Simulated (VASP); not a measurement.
BaCaS2, 4 atoms in the cell. It takes space group R-3m (No. 166, trigonal). Conventional cell: a = 4.369 Å, b = 4.369 Å, c = 21.540 Å, α = 90.00°, β = 90.00°, γ = 120.00°. Within 3.9 Å of Ca (site symmetry -3m) lie 6 S at 2.99 Å. Within 4.2 Å of Ba (site symmetry -3m) lie 6 S at 3.21 Å. Within 3.9 Å of S (site symmetry 3m) lie 3 Ca at 2.99 Å and 3 Ba at 3.21 Å. 

```yaml
Program: VASP 6.6.1
Task: single point
Functional: PBE
Potentials_or_basis: VASP PAW PBE potentials, release 64 (Ca_sv, Ba_sv, S)
Cutoff: 520 eV
k_mesh: 6 × 6 × 6
Occupations: gaussian, width 0.01 eV
Spin: no spin polarisation
Dipole_correction: no
Further_INCAR_settings: ALGO = Normal; EDIFF = 1e-06; NBANDS = 24
```

Potentials or basis: VASP PAW PBE potentials, release 64 (Ca_sv, Ba_sv, S).

Command:

```sh
$ cat potpaw_PBE.64/Ca_sv/POTCAR potpaw_PBE.64/Ba_sv/POTCAR potpaw_PBE.64/S/POTCAR > POTCAR
$ mpirun -np 1 vasp_std > vasp.out
```

Hardware: 1 thread of Intel(R) Xeon(R) Platinum 8375C CPU @ 2.90GHz (Ice Lake), with other jobs on the host.

Task: How long does it take, and how much memory?

Result: It took 4.4 min on 1 thread of Intel(R) Xeon(R) Platinum 8375C CPU @ 2.90GHz (Ice Lake), on a shared host, peak memory 0.52 GiB. Counts: scf iterations 14, k points 32.
